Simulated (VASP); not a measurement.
A run of VASP 6.6.1:

INCAR

```
SYSTEM = PbS
PREC = Accurate
ENCUT = 500
EDIFF = 1E-6
ISMEAR = 0
SIGMA = 0.01
LREAL = .False.
LASPH = .True.
NELM = 120
ALGO = Normal
ISIF = 2
LWAVE = .False.
LCHARG = .False.
GGA = PE
NBANDS = 17
GGA_COMPAT = .False.
```

File KPOINTS:

```
regular mesh
0
Gamma
  6 6 6
  0 0 0
```

The input POSCAR:

```
PbS
1.0
    0.0000000000      2.9918813024      2.9918813024
    2.9918813024      0.0000000000      2.9918813024
    2.9918813024      2.9918813024      0.0000000000
Pb S
1 1
Direct
    0.0000000000      0.0000000000      0.0000000000
    0.5000000000      0.5000000000      0.5000000000
```

Potentials or basis: VASP PAW PBE potentials, release 64 (Pb_d, S).

Command:

```sh
$ cat potpaw_PBE.64/Pb_d/POTCAR potpaw_PBE.64/S/POTCAR > POTCAR
$ mpirun -np 1 vasp_std > vasp.out
```

Hardware: 1 thread of Intel(R) Xeon(R) Platinum 8488C (Sapphire Rapids), with other jobs on the host.

Estimate the wall time of this run.

Run time: 13 s on 1 thread of Intel(R) Xeon(R) Platinum 8488C (Sapphire Rapids), with other jobs on the host, peak memory 0.17 GiB. Counts: scf iterations 13, k points 16.
